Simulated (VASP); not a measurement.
# FeO (Wuestite) (Fm-3m) in VASP: single point with PBE+U

Aim: the single point of FeO (Wuestite) with PBE+U.

All numbers are computed with VASP 6.6.1; they aren't measurements. Logs are shortened: lines on timing, memory, paths and dates and some standing lists are left out, and cuts for length are marked.

## (1) The cell of the first run

It takes space group Fm-3m (No. 225, cubic). The conventional cell has a = 4.405 Å, b = 4.405 Å, c = 4.405 Å, α = 90.00°, β = 90.00°, γ = 90.00°. Fe (site symmetry m-3m) has 6 O at 2.20 Å within 2.9 Å. Within 2.9 Å of O (site symmetry m-3m) lie 6 Fe at 2.20 Å.

## (2) Single point, PBE+U, collinear spin, ferromagnetic start

Contents of INCAR:

```
SYSTEM = FeO
PREC = Accurate
ENCUT = 520
EDIFF = 1E-6
ISMEAR = 0
SIGMA = 0.05
LREAL = .FALSE.
LASPH = .TRUE.
NELM = 150
ALGO = Normal
ISIF = 2
LWAVE = .FALSE.
LCHARG = .FALSE.
ISPIN = 2
MAGMOM = 4 4 0 0
LORBIT = 11
LMAXMIX = 4
LDAU = .TRUE.
LDAUTYPE = 2
LDAUL = 2 -1
LDAUU = 4 0
LDAUJ = 0 0
LDAUPRINT = 1
GGA = PE
NBANDS = 26
```

Contents of KPOINTS:

```
Automatic mesh
0
G
  5 5 3
  0 0 0
```

Contents of POSCAR:

```
FeO
1.0
    0.0000000000      2.2025485815     -2.2025485815
    0.0000000000      2.2025485815      2.2025485815
    4.4050971630      0.0000000000      0.0000000000
Fe O
2 2
Direct
    0.0000000000      0.0000000000      0.0000000000
    0.5000000000      0.5000000000      0.5000000000
    0.0000000000      1.0000000000      0.5000000000
    0.5000000000      1.5000000000      1.0000000000
```

Potentials or basis: VASP PAW PBE potentials, release 64 (Fe, O).

The run is started by

```bash
$ cat potpaw_PBE.64/Fe/POTCAR potpaw_PBE.64/O/POTCAR > POTCAR
$ mpirun -np 1 vasp_std > vasp.out
```

OUTCAR:

```text
SYSTEM = FeO
   PREC = Accurate
   ENCUT = 520
   EDIFF = 1E-6
   ISMEAR = 0
   LREAL = .FALSE.
   LASPH = .TRUE.
   NELM = 150
   ISIF = 2
   ISPIN = 2
   LORBIT = 11
   GGA = PE

 ion  position               nearest neighbor table
   1  0.000  0.000  0.000-   3 2.20   4 2.20   3 2.20   4 2.20   4 2.20   4 2.20   2 3.11   2 3.11
                             2 3.11   2 3.11   2 3.11   2 3.11   2 3.11   2 3.11
   2  0.500  0.500  0.500-   3 2.20   4 2.20   4 2.20   3 2.20   3 2.20   3 2.20   1 3.11   1 3.11
                             1 3.11   1 3.11   1 3.11   1 3.11   1 3.11   1 3.11
   3  0.000  0.000  0.500-   1 2.20   2 2.20   1 2.20   2 2.20   2 2.20   2 2.20
   4  0.500  0.500  0.000-   1 2.20   2 2.20   2 2.20   1 2.20   1 2.20   1 2.20

  LATTYP: Found a simple tetragonal cell.
 ALAT       =     3.1148740757
 C/A-ratio  =     1.4142135624

  Lattice vectors:

 A1 = (   0.0000000000,   2.2025485815,  -2.2025485815)
 A2 = (   0.0000000000,   2.2025485815,   2.2025485815)
 A3 = (   4.4050971630,   0.0000000000,   0.0000000000)

Analysis of symmetry for initial positions (statically):
=====================================================================
 Subroutine PRICEL returns following result:

  LATTYP: Found a face centered cubic cell.
 ALAT       =     4.4050971630
[... 12 lines left out ...]
 Subroutine GETGRP returns: Found 16 space group operations
 (whereof 16 operations were pure point group operations)
 out of a pool of 16 trial point group operations.

The static configuration has the point symmetry D_4h.

Analysis of symmetry for dynamics (positions and initial velocities):
=====================================================================
 Subroutine PRICEL returns following result:

  LATTYP: Found a face centered cubic cell.
 ALAT       =     4.4050971630
[... 12 lines left out ...]
 Subroutine GETGRP returns: Found 16 space group operations
 (whereof 16 operations were pure point group operations)
 out of a pool of 16 trial point group operations.

The dynamic configuration has the point symmetry D_4h.

Analysis of structural, dynamic, and magnetic symmetry:
=====================================================================
 Subroutine PRICEL returns following result:

  LATTYP: Found a face centered cubic cell.
 ALAT       =     4.4050971630
[... 12 lines left out ...]
 Subroutine GETGRP returns: Found 16 space group operations
 (whereof 16 operations were pure point group operations)
 out of a pool of 16 trial point group operations.

The overall configuration has the point symmetry D_4h.

 Subroutine INISYM returns: Found 16 space group operations
 (whereof 16 operations are pure point group operations),
 and found     2 'primitive' translations

----------------------------------------------------------------------------------------

                                     Primitive cell

  volume of cell :      21.3701

  direct lattice vectors                    reciprocal lattice vectors
    -2.202548582 -2.202548582  0.000000000    -0.227009749 -0.227009749  0.227009749
    -2.202548582  0.000000000 -2.202548582    -0.227009749  0.227009749 -0.227009749
    -0.000000000 -2.202548582 -2.202548582     0.227009749 -0.227009749 -0.227009749

  length of vectors
     3.114874076  3.114874076  3.114874076     0.393192419  0.393192419  0.393192419

  position of ions in fractional coordinates (direct lattice)
     0.000000000  0.000000000  0.000000000
     0.500000000  0.500000000  0.500000000

  ion indices of the primitive-cell ions
   primitive index   ion index
                 1           1
                 2           3

----------------------------------------------------------------------------------------

 KPOINTS: Automatic mesh

Automatic generation of k-mesh.
 Grid dimensions read from file:
 generate k-points for:    5    5    3

 Generating k-lattice:

  Cartesian coordinates                     Fractional coordinates (reciprocal lattice)
     0.000000000  0.045401950 -0.045401950     0.200000000  0.000000000  0.000000000
     0.000000000  0.045401950  0.045401950     0.000000000  0.200000000  0.000000000
     0.075669916  0.000000000  0.000000000     0.000000000  0.000000000  0.333333333

  Length of vectors
     0.064208053  0.064208053  0.075669916

  Shift w.r.t. Gamma in fractional coordinates (k-lattice)
     0.000000000  0.000000000  0.000000000

 Subroutine IBZKPT returns following result:
 ===========================================

[... 70 lines left out ...]
 Gauss-broadening in eV      SIGMA  =   0.05
  energy-cutoff  :      520.00
  volume of cell :       42.74
 maximum number of plane-waves:      1155
 NGX is ok and might be reduce to    24
   NGX = 11   NGY = 11   NGZ = 17

atom =   1  type =  1  l = 2

 onsite density matrix

spin component  1

  0.9662  0.0000  0.0000  0.0000  0.0000
  0.0000  0.9661 -0.0000 -0.0000 -0.0000
  0.0000 -0.0000  1.0068  0.0000  0.0000
  0.0000 -0.0000  0.0000  0.9662 -0.0000
  0.0000 -0.0000  0.0000 -0.0000  1.0068

spin component  2

  0.2975 -0.0000 -0.0000  0.0000  0.0000
 -0.0000  0.3382  0.0000  0.0000  0.0000
 -0.0000  0.0000  0.0999 -0.0000  0.0001
  0.0000  0.0000 -0.0000  0.2975  0.0000
  0.0000  0.0000  0.0001  0.0000  0.0997

 occupancies and eigenvectors

  o =  0.0997  v =  0.0000  0.0000  0.0000  0.0000  0.0000  0.0000  0.0000  0.5000 -0.0000 -0.8660      0.0000  0.0000  0.0000  0.0000  0.0000  0.0000  0.0000  0.0000  0.0000  0.0000
  o =  0.0999  v =  0.0000  0.0000  0.0000  0.0000  0.0000  0.0000 -0.0000  0.8660 -0.0000  0.5000      0.0000  0.0000  0.0000  0.0000  0.0000  0.0000  0.0000  0.0000  0.0000  0.0000
  o =  0.2975  v =  0.0000  0.0000  0.0000  0.0000  0.0000  1.0000  0.0000  0.0000  0.0000  0.0000      0.0000  0.0000  0.0000  0.0000  0.0000  0.0000  0.0000  0.0000  0.0000  0.0000
  o =  0.2975  v =  0.0000  0.0000  0.0000  0.0000  0.0000  0.0000  0.0000 -0.0000 -1.0000  0.0000      0.0000  0.0000  0.0000  0.0000  0.0000  0.0000  0.0000  0.0000  0.0000  0.0000
  o =  0.3382  v =  0.0000  0.0000  0.0000  0.0000  0.0000  0.0000 -1.0000  0.0000 -0.0000 -0.0000      0.0000  0.0000  0.0000  0.0000  0.0000  0.0000  0.0000  0.0000  0.0000  0.0000
  o =  0.9661  v =  0.0000  1.0000 -0.0000 -0.0000  0.0000  0.0000  0.0000  0.0000  0.0000  0.0000      0.0000  0.0000  0.0000  0.0000  0.0000  0.0000  0.0000  0.0000  0.0000  0.0000
  o =  0.9662  v =  1.0000  0.0000  0.0000  0.0000  0.0000  0.0000  0.0000  0.0000  0.0000  0.0000      0.0000  0.0000  0.0000  0.0000  0.0000  0.0000  0.0000  0.0000  0.0000  0.0000
  o =  0.9662  v =  0.0000 -0.0000  0.0000 -1.0000  0.0000  0.0000  0.0000  0.0000  0.0000  0.0000      0.0000  0.0000  0.0000  0.0000  0.0000  0.0000  0.0000  0.0000  0.0000  0.0000
  o =  1.0067  v =  0.0000  0.0000  0.5000  0.0000 -0.8660  0.0000  0.0000  0.0000  0.0000  0.0000      0.0000  0.0000  0.0000  0.0000  0.0000  0.0000  0.0000  0.0000  0.0000  0.0000
  o =  1.0068  v =  0.0000 -0.0000 -0.8660 -0.0000 -0.5000  0.0000  0.0000  0.0000  0.0000  0.0000      0.0000  0.0000  0.0000  0.0000  0.0000  0.0000  0.0000  0.0000  0.0000  0.0000

atom =   2  type =  1  l = 2

 onsite density matrix

spin component  1

  0.9662  0.0000  0.0000  0.0000 -0.0000
  0.0000  0.9661 -0.0000 -0.0000 -0.0000
  0.0000 -0.0000  1.0068 -0.0000  0.0000
  0.0000 -0.0000 -0.0000  0.9662  0.0000
 -0.0000 -0.0000  0.0000  0.0000  1.0068

spin component  2

  0.2975 -0.0000 -0.0000 -0.0000 -0.0000
 -0.0000  0.3382  0.0000  0.0000  0.0000
 -0.0000  0.0000  0.0999 -0.0000  0.0001
 -0.0000  0.0000 -0.0000  0.2975  0.0000
 -0.0000  0.0000  0.0001  0.0000  0.0997

 occupancies and eigenvectors

  o =  0.0997  v =  0.0000  0.0000  0.0000  0.0000  0.0000  0.0000  0.0000 -0.5000  0.0000  0.8660      0.0000  0.0000  0.0000  0.0000  0.0000  0.0000  0.0000  0.0000  0.0000  0.0000
  o =  0.0999  v =  0.0000  0.0000  0.0000  0.0000  0.0000  0.0000 -0.0000 -0.8660 -0.0000 -0.5000      0.0000  0.0000  0.0000  0.0000  0.0000  0.0000  0.0000  0.0000  0.0000  0.0000
  o =  0.2975  v =  0.0000  0.0000  0.0000  0.0000  0.0000  0.0000  0.0000 -0.0000  1.0000  0.0000      0.0000  0.0000  0.0000  0.0000  0.0000  0.0000  0.0000  0.0000  0.0000  0.0000
  o =  0.2975  v =  0.0000  0.0000  0.0000  0.0000  0.0000  1.0000  0.0000  0.0000  0.0000  0.0000      0.0000  0.0000  0.0000  0.0000  0.0000  0.0000  0.0000  0.0000  0.0000  0.0000
  o =  0.3382  v =  0.0000  0.0000  0.0000  0.0000  0.0000  0.0000 -1.0000 -0.0000  0.0000  0.0000      0.0000  0.0000  0.0000  0.0000  0.0000  0.0000  0.0000  0.0000  0.0000  0.0000
  o =  0.9661  v =  0.0000  1.0000  0.0000  0.0000  0.0000  0.0000  0.0000  0.0000  0.0000  0.0000      0.0000  0.0000  0.0000  0.0000  0.0000  0.0000  0.0000  0.0000  0.0000  0.0000
  o =  0.9662  v =  0.0000  0.0000 -0.0000 -1.0000  0.0000  0.0000  0.0000  0.0000  0.0000  0.0000      0.0000  0.0000  0.0000  0.0000  0.0000  0.0000  0.0000  0.0000  0.0000  0.0000
  o =  0.9662  v =  1.0000  0.0000  0.0000  0.0000  0.0000  0.0000  0.0000  0.0000  0.0000  0.0000      0.0000  0.0000  0.0000  0.0000  0.0000  0.0000  0.0000  0.0000  0.0000  0.0000
  o =  1.0067  v =  0.0000 -0.0000  0.5000 -0.0000 -0.8660  0.0000  0.0000  0.0000  0.0000  0.0000      0.0000  0.0000  0.0000  0.0000  0.0000  0.0000  0.0000  0.0000  0.0000  0.0000
  o =  1.0068  v =  0.0000  0.0000 -0.8660  0.0000 -0.5000  0.0000  0.0000  0.0000  0.0000  0.0000      0.0000  0.0000  0.0000  0.0000  0.0000  0.0000  0.0000  0.0000  0.0000  0.0000

 number of electron      27.9999994 magnetization       8.0266571

 Free energy of the ion-electron system (eV)
  ---------------------------------------------------
  ext. energy  EPLUGINS =         0.00000000
  ---------------------------------------------------
  free energy    TOTEN  =       -25.81777476 eV

  energy without entropy =      -25.80991135  energy(sigma->0) =      -25.81384306

 E-fermi :   6.0202     XC(G=0): -11.7988

 val. band max:        6.0116692385   @ k =   0.4000   0.0000   0.0000
 cond. band min:       6.0348019319   @ k =   0.4000   0.2000   0.3333
 fundamental gap:      0.0231326934
 Fermi energy:         6.0202149696

 spin component 1

 k-point     1 :       0.0000    0.0000    0.0000
  band No.  band energies     occupation
      1     -14.4626      1.00000
      2     -13.5483      1.00000
      3      -1.2218      1.00000
      4      -0.9405      1.00000
      5      -0.4648      1.00000
      6      -0.4234      1.00000
[... 337 lines left out ...]
     25      17.8977      0.00000
     26      18.3612      0.00000
 Fermi energy:         6.0202149696

 spin component 2

 k-point     1 :       0.0000    0.0000    0.0000
  band No.  band energies     occupation
      1     -14.1053      1.00000
      2     -12.9749      1.00000
      3      -0.8850      1.00000
      4       1.4551      1.00000
      5       1.4551      1.00000
      6       2.5585      1.00000
[... 337 lines left out ...]
     25      18.9604      0.00000
     26      19.4171      0.00000

------------------------ aborting loop because EDIFF is reached ----------------------------------------

  FORCE on cell =-STRESS in cart. coord.  units (eV):
  Direction    XX          YY          ZZ          XY          YZ          ZX
  --------------------------------------------------------------------------------------
  -------------------------------------------------------------------------------------
  Total       -2.5418387     -2.8184249     -2.8184249      0.0000000      0.0000000      0.0000000
  in kB      -95.2844614   -105.6526935   -105.6526935      0.0000000      0.0000000      0.0000000
  external PRESSURE =    -102.1966161 kB  Pullay stress =       0.0000000 kB

 VOLUME and BASIS-vectors are now :
 -----------------------------------------------------------------------------
  energy-cutoff  :      520.00
  volume of cell :       42.74
      direct lattice vectors                 reciprocal lattice vectors
     0.000000000  2.202548581 -2.202548581     0.000000000  0.227009749 -0.227009749
     0.000000000  2.202548581  2.202548581     0.000000000  0.227009749  0.227009749
     4.405097163  0.000000000  0.000000000     0.227009749  0.000000000  0.000000000

 POSITION                                       TOTAL-FORCE (eV/Angst)
 -----------------------------------------------------------------------------------
      0.00000      0.00000      0.00000        -0.000000     -0.000000     -0.000000
      2.20255      2.20255      0.00000         0.000000      0.000000      0.000000
      2.20255      0.00000      0.00000        -0.000000     -0.000000      0.000000
      0.00000      2.20255      0.00000        -0.000000      0.000000     -0.000000
 -----------------------------------------------------------------------------------
    total drift:                               -0.000000     -0.000000     -0.000000

  FREE ENERGIE OF THE ION-ELECTRON SYSTEM (eV)
  ---------------------------------------------------
  free  energy   TOTEN  =       -25.8177747636 eV

  energy  without entropy=      -25.8099113509  energy(sigma->0) =      -25.81384306

 total charge

# of ion       s       p       d       tot
------------------------------------------
    1        0.279   0.326   6.025   6.629
    2        0.279   0.326   6.025   6.629
    3        1.554   3.425   0.000   4.979
    4        1.554   3.425   0.000   4.979
--------------------------------------------------
tot          3.666   7.502  12.049  23.217

 magnetization (x)

# of ion       s       p       d       tot
------------------------------------------
    1        0.029   0.019   3.775   3.823
    2        0.029   0.019   3.775   3.823
    3        0.021   0.174   0.000   0.195
    4        0.021   0.174   0.000   0.195
--------------------------------------------------
tot          0.100   0.385   7.551   8.036
```

It took 93 s on 1 thread of Intel Xeon 8259CL, shared host; peak memory 0.17 GiB.

What came out:

- Free energy: -25.8178 eV
- Pressure: -10.2 GPa
- Band gap on the k mesh: zero (filled and empty bands overlap)
- Net moment: 8.03 μB per cell
- Site moments: Fe +3.82; O +0.20 μB
- Valence electrons inside the program's atomic spheres: Fe 6.63; O 4.98

Stress tensor (GPa, compression positive):
```
 -9.53   0.00   0.00
  0.00 -10.57   0.00
  0.00   0.00 -10.57
```

Eigenvalues of the final occupation matrices:
```csv
site,spin,trace,eigenvalues
site 1 d,1,4.91,0.97 0.97 0.97 1.01 1.01
site 1 d,2,1.13,0.10 0.10 0.30 0.30 0.34
site 2 d,1,4.91,0.97 0.97 0.97 1.01 1.01
site 2 d,2,1.13,0.10 0.10 0.30 0.30 0.34
```

Caveat: the k points lie up to 0.48 Å⁻¹ apart; only a ferromagnetic start was run, and an antiferromagnetic order may lie lower in energy. The state reached can hang on the start; a lower one may exist.
